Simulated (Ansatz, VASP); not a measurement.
**Two plane-wave programs on Ba**

Contents of INCAR:

```
SYSTEM = Ba
ALGO     = Fast           ! electronic algorithm
EDIFF    = 1E-7           ! SCF threshold, eV
ENCUT    = 520            ! plane-wave cutoff, eV
ISIF     = 2              ! what is computed and relaxed
ISMEAR   = 0              ! smearing method
LASPH    = .True.         ! aspherical terms in the spheres
LCHARG   = .True.         ! write CHGCAR
LELF     = .True.         ! ELF
LREAL    = .False.        ! projectors in reciprocal space
LVHAR    = .True.       
LWAVE    = .False.        ! write WAVECAR
NBANDS   = 11             ! bands
NELM     = 80             ! most SCF steps
PREC     = Accurate       ! precision mode
SIGMA    = 0.15           ! smearing width, eV
```

File KPOINTS:

```
k-points
0
Gamma
  14 14 14
  0 0 0
```

File POSCAR:

```
Ba
1.0
   -2.5000000000      2.5000000000      2.6000000000
    2.5000000000     -2.5000000000      2.6000000000
    2.5000000000      2.5000000000     -2.6000000000
Ba
1
Direct
    0.0000000000      0.0000000000      0.0000000000
```

Input for Ansatz:

```yaml
crystal:
  lattice:
    - [-2.5, 2.5, 2.6]
    - [2.5, -2.5, 2.6]
    - [2.5, 2.5, -2.6]
  atoms:
    - { symbol: Ba, position: [0.0, 0.0, 0.0] }
basis:
  ecutwfc: 420
kpoints:
  mp_grid: { grid: [14, 14, 14] }
hamiltonian:
  xc: lda
scf:
  occupations: { method: gaussian, width: 0.15 }
output:
  forces: true
  stress: true
  eigenvalues: true
```

Change from the starting cell: strain +0.000 along x and y, +0.040 along z, atoms carried along.

Alike in both runs: task single point; functional LDA; k mesh 14 × 14 × 14; occupations gaussian, width 0.15 eV; no spin polarisation.

|  | VASP | Ansatz |
| --- | --- | --- |
| version | VASP 6.6.1 | Ansatz 0.2.0 |
| potentials or method | VASP PAW LDA potentials, release 64 (Ba_sv), cutoff 520 eV | scalar-relativistic, plane waves, PAW |
| valence electrons in the cell | 10 | 10 |

```tsv
	VASP	Ansatz	Ansatz less VASP
gap on the k mesh at the Fermi level (eV)	none	none	-
pressure (GPa)	-1.4	-1.5	-0.02
traceless stress, the component that is largest in VASP (GPa)	-0.08	-0.08	+0.002
```

LDA's correlation is that of Perdew and Zunger in VASP and of Perdew and Wang (1992) in Ansatz. A gap of «none» marks a metal or a gap that the smearing closes.

Neither program's run includes spin-orbit coupling.
